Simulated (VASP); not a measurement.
# Re (Fm-3m) in VASP: a series of runs, part 2 of 2

VASP 6.6.1. The steps go on from the part before.

**3. Single point, r2SCAN**

Input file POSCAR:

```
Re
1.0
    2.7530814355      0.0000000000      0.0000000000
   -1.3765407178      2.3842384618      0.0000000000
    1.3765407178      0.7947461539      2.2478815791
Re
1
Direct
    0.0000000000      0.0000000000      0.0000000000
```

Input file INCAR.step1:

```
PREC = Accurate
ENCUT = 660
ISMEAR = 0
SIGMA = 0.1
LREAL = False
LASPH = True
NELM = 120
NBANDS = 10
GGA = PE
ALGO = Normal
EDIFF = 1E-5
LWAVE = True
LCHARG = False
GGA_COMPAT = False
```

Input file INCAR.step2:

```
PREC = Accurate
ENCUT = 660
EDIFF = 1E-6
ISMEAR = 0
SIGMA = 0.1
LREAL = False
LASPH = True
NELM = 120
ALGO = Normal
ISIF = 2
LWAVE = False
LCHARG = False
METAGGA = R2SCAN
LMIXTAU = True
NBANDS = 10
ISTART = 1
GGA_COMPAT = False
```

Input file KPOINTS:

```
regular mesh
0
Gamma
  15 15 15
```

Potentials or basis: VASP PAW PBE potentials, release 64 (Re).

The run is started by

```bash
$ cat potpaw_PBE.64/Re/POTCAR > POTCAR
$ cp INCAR.step1 INCAR
$ mpirun -np 1 vasp_std > vasp.out
$ cp INCAR.step2 INCAR
$ mpirun -np 1 vasp_std > vasp.out
```

OUTCAR:

```text
PREC = Accurate
   ENCUT = 660
   EDIFF = 1E-6
   ISMEAR = 0
   LREAL = False
   LASPH = True
   NELM = 120
   ISIF = 2
   METAGGA = R2SCAN
   ISTART = 1

 ion  position               nearest neighbor table
   1  0.000  0.000  0.000-

  LATTYP: Found a face centered cubic cell.
 ALAT       =     3.8934451044

  Lattice vectors:

 A1 = (  -2.7530814355,   0.0000000000,   0.0000000000)
 A2 = (  -1.3765407177,   0.7947461539,   2.2478815791)
 A3 = (  -1.3765407178,   2.3842384618,   0.0000000000)

Analysis of symmetry for initial positions (statically):
=====================================================================
 Subroutine PRICEL returns:
 Original cell was already a primitive cell.

 Routine SETGRP: Setting up the symmetry group for a
 face centered cubic supercell.

 Subroutine GETGRP returns: Found 48 space group operations
 (whereof 48 operations were pure point group operations)
 out of a pool of 48 trial point group operations.

The static configuration has the point symmetry O_h .

Analysis of symmetry for dynamics (positions and initial velocities):
=====================================================================
 Subroutine PRICEL returns:
 Original cell was already a primitive cell.

 Routine SETGRP: Setting up the symmetry group for a
 face centered cubic supercell.

 Subroutine GETGRP returns: Found 48 space group operations
 (whereof 48 operations were pure point group operations)
 out of a pool of 48 trial point group operations.

The dynamic configuration has the point symmetry O_h .

 Subroutine INISYM returns: Found 48 space group operations
 (whereof 48 operations are pure point group operations),
 and found     1 'primitive' translations

----------------------------------------------------------------------------------------

                                     Primitive cell

  volume of cell :      14.7551

  direct lattice vectors                    reciprocal lattice vectors
     2.753081435  0.000000000  0.000000000     0.363229357  0.209710567 -0.296575528
    -1.376540718  2.384238462  0.000000000     0.000000000  0.419421134 -0.148287764
     1.376540718  0.794746154  2.247881579     0.000000000  0.000000000  0.444863292

  length of vectors
     2.753081435  2.753081435  2.753081436     0.513683883  0.444863292  0.444863292

  position of ions in fractional coordinates (direct lattice)
     0.000000000  0.000000000  0.000000000

  ion indices of the primitive-cell ions
   primitive index   ion index
                 1           1

----------------------------------------------------------------------------------------

 KPOINTS: regular mesh

Automatic generation of k-mesh.
 Grid dimensions read from file:
 generate k-points for:   15   15   15

 Generating k-lattice:

  Cartesian coordinates                     Fractional coordinates (reciprocal lattice)
     0.024215290  0.013980704 -0.019771702     0.066666667  0.000000000  0.000000000
     0.000000000  0.027961409 -0.009885851     0.000000000  0.066666667  0.000000000
     0.000000000  0.000000000  0.029657553     0.000000000  0.000000000  0.066666667

  Length of vectors
     0.034245592  0.029657553  0.029657553

  Shift w.r.t. Gamma in fractional coordinates (k-lattice)
     0.000000000  0.000000000  0.000000000

 Subroutine IBZKPT returns following result:
 ===========================================

 Found    120 irreducible k-points:

 Following reciprocal coordinates:
            Coordinates               Weight
  0.000000  0.000000  0.000000      1.000000
  0.066667  0.000000 -0.000000      6.000000
  0.133333  0.000000  0.000000      6.000000
  0.200000  0.000000  0.000000      6.000000
  0.266667  0.000000  0.000000      6.000000
  0.333333  0.000000 -0.000000      6.000000
[... 16 lines left out ...]
  0.400000  0.133333  0.000000     24.000000
 -0.066667  0.133333  0.000000     12.000000
 [... further k-points ...]
   k-points           NKPTS =    120   k-points in BZ     NKDIM =    120   number of bands    NBANDS=     10
   number of dos      NEDOS =    301   number of ions     NIONS =      1
   total plane-waves  NPLWV =  13824
   dimension x,y,z NGX =    24 NGY =   24 NGZ =   24
   dimension x,y,z NGXF=    48 NGYF=   48 NGZF=   48
   ions per type =               1
   NGX,Y,Z   is equivalent  to a cutoff of  14.49, 14.49, 14.49 a.u.
   NGXF,Y,Z  is equivalent  to a cutoff of  28.98, 28.98, 28.98 a.u.
 SYSTEM =  unknown system
   PREC   = accura    normal or accurate (medium, high low for compatibility)
   ISTART =      1    job   : 0-new  1-cont  2-samecut
   ICHARG =      0    charge: 1-file 2-atom 10-const
   ISPIN  =      1    spin polarized calculation?
   LNONCOLLINEAR =      F non collinear calculations
   LSORBIT =      F    spin-orbit coupling
   LASPH  =      T    aspherical Exc in radial PAW
   ENCUT  =  660.0 eV  48.51 Ry    6.96 a.u.   5.77  5.77  5.77*2*pi/ulx,y,z
   NELM   =    120;   NELMIN=  2; NELMDL=  0     # of ELM steps
   EDIFF  = 0.1E-05   stopping-criterion for ELM
   LREAL  =      F    real-space projection
   EDIFFG = 0.1E-04   stopping-criterion for IOM
   NSW    =      0    number of steps for IOM
   IBRION =     -1    ionic relax: 0-MD 1-quasi-New 2-CG
   NFREE  =      0    steps in history (QN), initial steepest desc. (CG)
   ISIF   =      2    stress and relaxation
   ISYM   =      2    0-nonsym 1-usesym 2-fastsym
   POTIM  = 0.5000    time-step for ionic-motion
   TEBEG  =    0.0;   TEEND  =   0.0 temperature during run
   PSTRESS=    0.0 pullay stress
   NELECT =       7.0000    total number of electrons
   NUPDOWN=      -1.0000    fix difference up-down
   EMIN   =  10.00;   EMAX   =-10.00  energy-range for DOS
   EFERMI =   0.00;   METHOD = LEGACY
   ISMEAR =     0;   SIGMA  =   0.10  broadening in eV -4-tet -1-fermi 0-gaus
   EFERMI_NEDOS =   21; number of points for ismear=-14 and -15
   IALGO  =     38    algorithm
   IMIX   =      4    mixing-type and parameters
     AMIX     =   0.40;   BMIX     =  1.00
     AMIX_MAG =   1.60;   BMIX_MAG =  1.00
  volume/ion in A,a.u.               =      14.76        99.57
  Fermi-wavevector in a.u.,A,eV,Ry     =   1.276812  2.412824 22.180865  1.630248
  Thomas-Fermi vector in A             =   2.409447
   LORBIT       =      0    0 simple, 1 ext, 2 COOP (PROOUT), +10 PAW based schemes
   METAGGA = R2SCAN    functional components
   LHFCALC =     F    Hartree Fock is set to
   AEXX    =    0.0000 exact exchange contribution
   IVDW    =     0    specifies the selected vdW correction
   LEPSILON=     F    determine dielectric tensor
   LRPA    =     F    only Hartree local field effects (RPA)
 non-spin polarized calculation
 Gauss-broadening in eV      SIGMA  =   0.10
  energy-cutoff  :      660.00
  volume of cell :       14.76
 maximum number of plane-waves:       578
   NGX = 11   NGY = 11   NGZ = 11

 number of electron       7.0000000 magnetization

 Free energy of the ion-electron system (eV)
  ---------------------------------------------------
  ext. energy  EPLUGINS =         0.00000000
  ---------------------------------------------------
  free energy    TOTEN  =       -52.39599482 eV

  energy without entropy =      -52.39167847  energy(sigma->0) =      -52.39383665

 E-fermi :   7.9245     XC(G=0): -14.9776

 val. band max:        7.9063832586   @ k =   0.2667   0.4000   0.0000
 cond. band min:       7.9274020948   @ k =   0.2000   0.1333   0.0000
 fundamental gap:      0.0210188362
 Fermi energy:         7.9244710005

 k-point     1 :       0.0000    0.0000    0.0000
  band No.  band energies     occupation
      1      -2.6794      2.00000
      2       5.9285      2.00000
      3       5.9285      2.00000
      4       5.9285      2.00000
      5       9.3227      0.00000
      6       9.3227      0.00000
      7      22.4537      0.00000
      8      28.5430      0.00000
      9      28.5430      0.00000
     10      28.5430      0.00000

 k-point     2 :       0.0667    0.0000   -0.0000
  band No.  band energies     occupation
      1      -2.3915      2.00000
      2       5.6609      2.00000
      3       6.1023      2.00000
      4       6.1023      2.00000
      5       9.0029      0.00000
      6       9.4172      0.00000
      7      23.0171      0.00000
      8      27.7050      0.00000
      9      28.7207      0.00000
     10      28.7207      0.00000
[... 274 lines left out ...]
 k-point    24 :      -0.0667    0.1333    0.0000
  band No.  band energies     occupation
      1      -2.1142      2.00000
      2       5.5256      2.00000
      3       6.1712      2.00000
      4       6.2287      2.00000
      5       8.9210      0.00000
      6       9.3440      0.00000
      7      23.5306      0.00000
      8      26.5582      0.00000
      9      28.8932      0.00000
     10      29.8835      0.00000

 [... further k-points ...]
[... 5 lines left out ...]
  --------------------------------------------------------------------------------------
  -------------------------------------------------------------------------------------
  Total        0.0001172      0.0001172      0.0001172     -0.0000000     -0.0000000      0.0000000
  in kB        0.0127243      0.0127243      0.0127243     -0.0000000     -0.0000000      0.0000000
  external PRESSURE =       0.0127243 kB  Pullay stress =       0.0000000 kB

 VOLUME and BASIS-vectors are now :
 -----------------------------------------------------------------------------
  energy-cutoff  :      660.00
  volume of cell :       14.76
      direct lattice vectors                 reciprocal lattice vectors
     2.753081435  0.000000000  0.000000000     0.363229357  0.209710567 -0.296575528
    -1.376540718  2.384238462  0.000000000     0.000000000  0.419421134 -0.148287764
     1.376540718  0.794746154  2.247881579     0.000000000  0.000000000  0.444863292

 POSITION                                       TOTAL-FORCE (eV/Angst)
 -----------------------------------------------------------------------------------
      0.00000      0.00000      0.00000         0.000000     -0.000000      0.000000
 -----------------------------------------------------------------------------------
    total drift:                               -0.000000     -0.000000      0.000000

  FREE ENERGIE OF THE ION-ELECTRON SYSTEM (eV)
  ---------------------------------------------------
  free  energy   TOTEN  =       -52.3959948241 eV

  energy  without entropy=      -52.3916784680  energy(sigma->0) =      -52.39383665
```

OUTCAR.step1:

```text
PREC = Accurate
   ENCUT = 660
   ISMEAR = 0
   LREAL = False
   LASPH = True
   NELM = 120
[... 526 lines left out ...]

 POSITION                                       TOTAL-FORCE (eV/Angst)
 -----------------------------------------------------------------------------------
      0.00000      0.00000      0.00000        -0.000000     -0.000000      0.000000
 -----------------------------------------------------------------------------------
    total drift:                               -0.000000     -0.000000      0.000000

  FREE ENERGIE OF THE ION-ELECTRON SYSTEM (eV)
  ---------------------------------------------------
  free  energy   TOTEN  =       -12.3629076096 eV

  energy  without entropy=      -12.3589734037  energy(sigma->0) =      -12.36094051
```

OSZICAR.step1:

```text
N       E                     dE             d eps       ncg     rms          rms(c)
DAV:   1     0.110737929794E+02    0.11074E+02   -0.38898E+03  3576   0.933E+02
DAV:   2    -0.120493475804E+02   -0.23123E+02   -0.20744E+02  3572   0.168E+02
DAV:   3    -0.130540992050E+02   -0.10048E+01   -0.95529E+00  3788   0.863E+01
DAV:   4    -0.130611814984E+02   -0.70823E-02   -0.70741E-02  4126   0.367E+00
DAV:   5    -0.130611939634E+02   -0.12465E-04   -0.12463E-04  3650   0.670E-02    0.300E+01
DAV:   6    -0.125538530739E+02    0.50734E+00   -0.40146E-01  3790   0.174E+01    0.124E+01
DAV:   7    -0.123693568198E+02    0.18450E+00   -0.32818E-01  3854   0.149E+01    0.813E-01
DAV:   8    -0.123633370328E+02    0.60198E-02   -0.31183E-03  3602   0.466E-01    0.137E-01
DAV:   9    -0.123628982874E+02    0.43875E-03   -0.40710E-04  3670   0.214E-01    0.211E-02
DAV:  10    -0.123629076096E+02   -0.93222E-05   -0.13786E-05  2794   0.261E-02
   1 F= -.12362908E+02 E0= -.12360941E+02  d E =-.393421E-02
```

It took 63 s on 1 thread of AMD EPYC 9R45 (Zen 5), shared host; peak memory 0.13 GiB.

Results:

| Quantity | Value |
| --- | --- |
| Free energy | -52.3960 eV |
| Pressure | 0.0 GPa |
| Band gap on the k mesh | zero (an odd number of electrons rules out a gap without spin polarisation) |

Caveat: the PAW data sets were made with another functional, which shifts forces and pressure a little; spin-orbit coupling is left out, which moves the levels of the heavy elements.

The gap in the log of VASP goes by the Fermi energy; the results here count the filled bands.